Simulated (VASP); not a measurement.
# Mg12H (a cell with a defect) in VASP: relaxation of the atoms with PBE

Aim: the relaxation of the atoms of Mg12H (a cell with a defect) with PBE.

Everything below comes from runs of VASP 6.6.1. Logs are shortened: lines on timing, memory, paths and dates and some standing lists are left out, and cuts for length are marked.

## 1. The cell of the first run

The cell holds a defect, 13 atoms: a = 6.420 Å, b = 9.630 Å, c = 5.213 Å, α = 90.00°, β = 90.00°, γ = 120.00°.

## 2. Relaxation of the atoms, PBE

INCAR

```
SYSTEM = Mg12H
PREC = Accurate ; ENCUT = 520
EDIFF = 1E-6 ; ISMEAR = 0
SIGMA = 0.1 ; LREAL = .False.
LASPH = .True. ; NELM = 100
ALGO = Normal ; ISIF = 2
LWAVE = .False. ; LCHARG = .False.
GGA = PE ; IBRION = 2
NSW = 80 ; EDIFFG = -0.03
KPAR = 4
```

KPOINTS

```
Automatic mesh
0
Gamma
  4 3 4
  0 0 0
```

POSCAR

```
Mg12H
1.0
    6.4200000000      0.0000000000      0.0000000000
   -4.8150000000      8.3398250000      0.0000000000
    0.0000000000      0.0000000000      5.2130400000
Mg H
12 1
Direct
    0.0000000000      0.0000000000      0.0000000000
    0.1666666600      0.2222222100      0.5000000000
   -0.0000000100      0.3333333200      0.0000000000
    0.1666666500      0.5555555300      0.5000000000
   -0.0000000200      0.6666666400      0.0000000000
    0.1666666400      0.8888888500      0.5000000000
    0.5000000000      0.0000000000      0.0000000000
    0.6666666600      0.2222222100      0.5000000000
    0.4999999900      0.3333333200      0.0000000000
    0.6666666500      0.5555555300      0.5000000000
    0.4999999800      0.6666666400      0.0000000000
    0.6666666400      0.8888888500      0.5000000000
   -0.0021923600      0.0003790200      0.3808203300
```

Potentials or basis: VASP PAW PBE potentials, release 64 (Mg, H).

Started as:

```bash
$ cat potpaw_PBE.64/Mg/POTCAR potpaw_PBE.64/H/POTCAR > POTCAR
$ mpirun -np 4 vasp_std > vasp.out
```

OUTCAR:

```text
SYSTEM = Mg12H
   PREC = Accurate
   ENCUT = 520
   EDIFF = 1E-6
   ISMEAR = 0
   LREAL = .False.
   LASPH = .True.
   NELM = 100
   ISIF = 2
   GGA = PE
   IBRION = 2
   NSW = 80
   EDIFFG = -0.03

 ion  position               nearest neighbor table
   1  0.000  0.000  0.000-  13 1.99   2 3.20   2 3.20  12 3.20  12 3.20   6 3.20   6 3.20   7 3.21
                             7 3.21   9 3.21   3 3.21   5 3.21  11 3.21
   2  0.167  0.222  0.500-  13 1.95   1 3.20   1 3.20   9 3.20   9 3.20   3 3.20   3 3.20   8 3.21
                             8 3.21   4 3.21  10 3.21  12 3.21   6 3.21
   3  1.000  0.333  0.000-   4 3.20   4 3.20   8 3.20   8 3.20   2 3.20   2 3.20   9 3.21   9 3.21
                             7 3.21  11 3.21   1 3.21   5 3.21
   4  0.167  0.556  0.500-   3 3.20   3 3.20  11 3.20  11 3.20   5 3.20   5 3.20  10 3.21  10 3.21
                             2 3.21  12 3.21   6 3.21   8 3.21
   5  1.000  0.667  0.000-   6 3.20   6 3.20  10 3.20  10 3.20   4 3.20   4 3.20  11 3.21  11 3.21
                             9 3.21   3 3.21   1 3.21   7 3.21
   6  0.167  0.889  0.500-  13 1.97   5 3.20   5 3.20   7 3.20   7 3.20   1 3.20   1 3.20  12 3.21
                            12 3.21  10 3.21   4 3.21   8 3.21   2 3.21
   7  0.500  0.000  0.000-   8 3.20   8 3.20   6 3.20   6 3.20  12 3.20  12 3.20   1 3.21   1 3.21
                             3 3.21   9 3.21  11 3.21   5 3.21
   8  0.667  0.222  0.500-   7 3.20   7 3.20   3 3.20   3 3.20   9 3.20   9 3.20   2 3.21   2 3.21
                            10 3.21   4 3.21   6 3.21  12 3.21
   9  0.500  0.333  0.000-  10 3.20  10 3.20   2 3.20   2 3.20   8 3.20   8 3.20   3 3.21   3 3.21
                             1 3.21   5 3.21   7 3.21  11 3.21
  10  0.667  0.556  0.500-   9 3.20   9 3.20   5 3.20   5 3.20  11 3.20  11 3.20   4 3.21   4 3.21
                             8 3.21   6 3.21  12 3.21   2 3.21
  11  0.500  0.667  0.000-  12 3.20  12 3.20   4 3.20   4 3.20  10 3.20  10 3.20   5 3.21   5 3.21
                             3 3.21   9 3.21   7 3.21   1 3.21
  12  0.667  0.889  0.500-  13 1.94  11 3.20  11 3.20   1 3.20   1 3.20   7 3.20   7 3.20   6 3.21
                             6 3.21   4 3.21  10 3.21   2 3.21   8 3.21
  13  0.998  0.000  0.381-  12 1.94   2 1.95   6 1.97   1 1.99

  LATTYP: Found a simple monoclinic cell.
 ALAT       =     6.4200000000
 B/A-ratio  =     0.8120000000
 C/A-ratio  =     1.3228757108
 COS(beta)  =    -0.1889822286

  Lattice vectors:

 A1 = (   6.4200000000,   0.0000000000,   0.0000000000)
 A2 = (   0.0000000000,   0.0000000000,   5.2130400000)
 A3 = (  -1.6050000000,  -8.3398250000,   0.0000000000)

Analysis of symmetry for initial positions (statically):
=====================================================================
 Subroutine PRICEL returns:
 Original cell was already a primitive cell.

 Routine SETGRP: Setting up the symmetry group for a
 simple monoclinic supercell.

 Subroutine GETGRP returns: Found  1 space group operations
[... 151 lines left out ...]
   NUPDOWN=      -1.0000    fix difference up-down
   EMIN   =  10.00;   EMAX   =-10.00  energy-range for DOS
   EFERMI =   0.00;   METHOD = LEGACY
   ISMEAR =     0;   SIGMA  =   0.10  broadening in eV -4-tet -1-fermi 0-gaus
   EFERMI_NEDOS =   21; number of points for ismear=-14 and -15
   IALGO  =     38    algorithm
   IMIX   =      4    mixing-type and parameters
     AMIX     =   0.40;   BMIX     =  1.00
     AMIX_MAG =   1.60;   BMIX_MAG =  1.00
  volume/ion in A,a.u.               =      21.47       144.89
  Fermi-wavevector in a.u.,A,eV,Ry     =   0.732477  1.384180  7.299827  0.536522
  Thomas-Fermi vector in A             =   1.824949
   LORBIT       =      0    0 simple, 1 ext, 2 COOP (PROOUT), +10 PAW based schemes
   GGA     = PE    functional components
   LHFCALC =     F    Hartree Fock is set to
   AEXX    =    0.0000 exact exchange contribution
   IVDW    =     0    specifies the selected vdW correction
   LEPSILON=     F    determine dielectric tensor
   LRPA    =     F    only Hartree local field effects (RPA)
 conjugate gradient relaxation of ions
 non-spin polarized calculation
 Gauss-broadening in eV      SIGMA  =   0.10
  energy-cutoff  :      520.00
  volume of cell :      279.11
 maximum number of plane-waves:      7534
   NGX = 23   NGY = 35   NGZ = 19

--------------------------------------- Ionic step        1  -------------------------------------------

 number of electron      25.0000000 magnetization

 Free energy of the ion-electron system (eV)
  ---------------------------------------------------
  ext. energy  EPLUGINS =         0.00000000
  ---------------------------------------------------
  free energy    TOTEN  =       -21.26513205 eV

  energy without entropy =      -21.23802577  energy(sigma->0) =      -21.25157891

------------------------ aborting loop because EDIFF is reached ----------------------------------------

  FORCE on cell =-STRESS in cart. coord.  units (eV):
  Direction    XX          YY          ZZ          XY          YZ          ZX
  --------------------------------------------------------------------------------------
  -------------------------------------------------------------------------------------
  Total       -0.6307990     -0.6573598      0.9559249     -0.6592980     -0.2405786     -0.0253657
  in kB       -3.6209170     -3.7733814      5.4872069     -3.7845070     -1.3809711     -0.1456043
  external PRESSURE =      -0.6356972 kB  Pullay stress =       0.0000000 kB
[... 363 lines left out ...]
--------------------------------------- Ionic step        9  -------------------------------------------

 number of electron      25.0000000 magnetization

 Free energy of the ion-electron system (eV)
  ---------------------------------------------------
  ext. energy  EPLUGINS =         0.00000000
  ---------------------------------------------------
  free energy    TOTEN  =       -21.29903302 eV

  energy without entropy =      -21.27093710  energy(sigma->0) =      -21.28498506

 E-fermi :   2.6867     XC(G=0):  -8.4984

 val. band max:        2.6515523331   @ k =  -0.2500   0.3333   0.0000
 cond. band min:       2.7052876541   @ k =   0.2500  -0.3333   0.2500
 fundamental gap:      0.0537353210
 Fermi energy:         2.6867392126

 k-point     1 :       0.0000    0.0000    0.0000
  band No.  band energies     occupation
      1      -4.8334      2.00000
      2      -3.1053      2.00000
      3      -2.1394      2.00000
      4      -1.3044      2.00000
      5      -0.5660      2.00000
      6      -0.0376      2.00000
[... 505 lines left out ...]
      6      -0.7694      2.00000
[... 11 lines left out ...]
     18       3.7361      0.00000
     19       5.1486      0.00000

 [... further k-points ...]
[... 5 lines left out ...]
  --------------------------------------------------------------------------------------
  -------------------------------------------------------------------------------------
  Total       -0.8607250     -0.6266927      0.7424853     -0.7373296     -0.2671351     -0.0766433
  in kB       -4.9407395     -3.5973458      4.2620195     -4.2324245     -1.5334106     -0.4399484
  external PRESSURE =      -1.4253552 kB  Pullay stress =       0.0000000 kB
[... 28 lines left out ...]
  FREE ENERGIE OF THE ION-ELECTRON SYSTEM (eV)
  ---------------------------------------------------
  free  energy   TOTEN  =       -21.2990330224 eV

  energy  without entropy=      -21.2709370981  energy(sigma->0) =      -21.28498506

 reached required accuracy - stopping structural energy minimisation
```

OSZICAR:

```text
N       E                     dE             d eps       ncg     rms          rms(c)
DAV:   1     0.261672979416E+02    0.26167E+02   -0.74197E+03   988   0.937E+02
DAV:   2    -0.191990594016E+02   -0.45366E+02   -0.43889E+02  1203   0.102E+02
DAV:   3    -0.217675375766E+02   -0.25685E+01   -0.25050E+01  1331   0.216E+01
[... 59 lines left out ...]
   8 F= -.21297938E+02 E0= -.21283915E+02  d E =-.495141E-02
       N       E                     dE             d eps       ncg     rms          rms(c)
DAV:   1    -0.212990171476E+02   -0.10793E-02   -0.56930E-02   991   0.132E+00    0.539E-02
DAV:   2    -0.212990496429E+02   -0.32495E-04   -0.10390E-03  1190   0.168E-01    0.325E-02
DAV:   3    -0.212990334487E+02    0.16194E-04   -0.47067E-05  1264   0.298E-02    0.778E-03
DAV:   4    -0.212990330224E+02    0.42632E-06   -0.44669E-06  1199   0.107E-02
   9 F= -.21299033E+02 E0= -.21284985E+02  d E =-.109527E-02
```

CONTCAR:

```text
Mg12H
   1.00000000000000
     6.4199999999999999    0.0000000000000000    0.0000000000000000
    -4.8150000000000004    8.3398249999999994    0.0000000000000000
     0.0000000000000000    0.0000000000000000    5.2130400000000003
  Mg              H
    12     1
Direct
     0.9998764768036881    0.9996676999489275    0.0024710904754559
     0.1715833755316684    0.2316500023515006    0.5005467387380714
     0.0001938364535995    0.3341527104205106    0.9985450739544904
     0.1629534176971869    0.5538019545938276    0.5006951684136026
     0.9989805139679062    0.6651611778145513    0.9993670831528808
     0.1699957304148622    0.8836934910728048    0.4999222095459259
     0.4996996480271843    0.0002151326085015    0.9966963577374224
     0.6680448567607741    0.2230858823620274    0.4959396152465432
     0.5021828121502540    0.3350626603080090    0.9964799680235817
     0.6689033589148471    0.5564880897506410    0.4991754584510537
     0.4972021500236903    0.6636674692212750    0.9974881542189994
     0.6560265677198325    0.8852924909405052    0.5001130942325481
     0.0021647355345056    0.0017733586069202    0.3933803178094230

  0.00000000E+00  0.00000000E+00  0.00000000E+00
  0.00000000E+00  0.00000000E+00  0.00000000E+00
  0.00000000E+00  0.00000000E+00  0.00000000E+00
  0.00000000E+00  0.00000000E+00  0.00000000E+00
  0.00000000E+00  0.00000000E+00  0.00000000E+00
  0.00000000E+00  0.00000000E+00  0.00000000E+00
  0.00000000E+00  0.00000000E+00  0.00000000E+00
  0.00000000E+00  0.00000000E+00  0.00000000E+00
  0.00000000E+00  0.00000000E+00  0.00000000E+00
  0.00000000E+00  0.00000000E+00  0.00000000E+00
  0.00000000E+00  0.00000000E+00  0.00000000E+00
  0.00000000E+00  0.00000000E+00  0.00000000E+00
  0.00000000E+00  0.00000000E+00  0.00000000E+00
```

Wall time 2.4 min (4 MPI ranks of Intel Xeon Platinum 8559C (Emerald Rapids), shared host); peak memory 0.46 GiB.

What came out:

| Property | Result |
| --- | --- |
| Free energy | -21.2990 eV |
| Energy gained by relaxing | 2.6 meV/atom |
| Ionic steps | 9 |
| Pressure after relaxing | -0.1 GPa |
| Largest force after relaxing | 0.021 eV/Å |
| Band gap on the k mesh | zero (an odd number of electrons rules out a gap without spin polarisation) |

Forces on the atoms (eV/Å):
```
Mg   0.000  0.002  0.021
Mg   0.008 -0.005  0.009
Mg   0.002 -0.017 -0.012
Mg   0.005  0.009 -0.005
Mg  -0.004  0.012 -0.008
Mg   0.010  0.008  0.013
Mg   0.003 -0.005 -0.012
Mg  -0.008 -0.012 -0.005
Mg  -0.006 -0.013 -0.011
Mg  -0.010 -0.003 -0.009
Mg   0.001  0.017 -0.005
Mg  -0.002  0.000  0.006
H    0.000  0.008  0.018
```

The path:
| step | energy change (eV) | largest force (eV/Å) | pressure (GPa) |
| --- | --- | --- | --- |
| 1 | 0.0000 | 0.3150 | -0.06 |
| 2 | -0.0125 | 0.2323 | -0.09 |
| 3 | -0.0278 | 0.1003 | -0.14 |
| 4 | -0.0279 | 0.1030 | -0.14 |
| 5 | -0.0293 | 0.0910 | -0.14 |
| 6 | -0.0321 | 0.0578 | -0.14 |
| 7 | -0.0313 | 0.0589 | -0.14 |
| 8 | -0.0328 | 0.0368 | -0.14 |
| 9 | -0.0339 | 0.0212 | -0.14 |

Final structure:
```yaml
crystal:
  lattice:
    - [6.42000, 0.00000, 0.00000]
    - [-4.81500, 8.33982, 0.00000]
    - [0.00000, 0.00000, 5.21304]
  atoms:
    - { symbol: Mg, position: [0.99988, 0.99967, 0.00247] }
    - { symbol: Mg, position: [0.17158, 0.23165, 0.50055] }
    - { symbol: Mg, position: [0.00019, 0.33415, 0.99855] }
    - { symbol: Mg, position: [0.16295, 0.55380, 0.50070] }
    - { symbol: Mg, position: [0.99898, 0.66516, 0.99937] }
    - { symbol: Mg, position: [0.17000, 0.88369, 0.49992] }
    - { symbol: Mg, position: [0.49970, 0.00022, 0.99670] }
    - { symbol: Mg, position: [0.66804, 0.22309, 0.49594] }
    - { symbol: Mg, position: [0.50218, 0.33506, 0.99648] }
    - { symbol: Mg, position: [0.66890, 0.55649, 0.49918] }
    - { symbol: Mg, position: [0.49720, 0.66367, 0.99749] }
    - { symbol: Mg, position: [0.65603, 0.88529, 0.50011] }
    - { symbol: H, position: [0.00216, 0.00177, 0.39338] }
```

The gap in the log of VASP goes by the Fermi energy; the results here count the filled bands.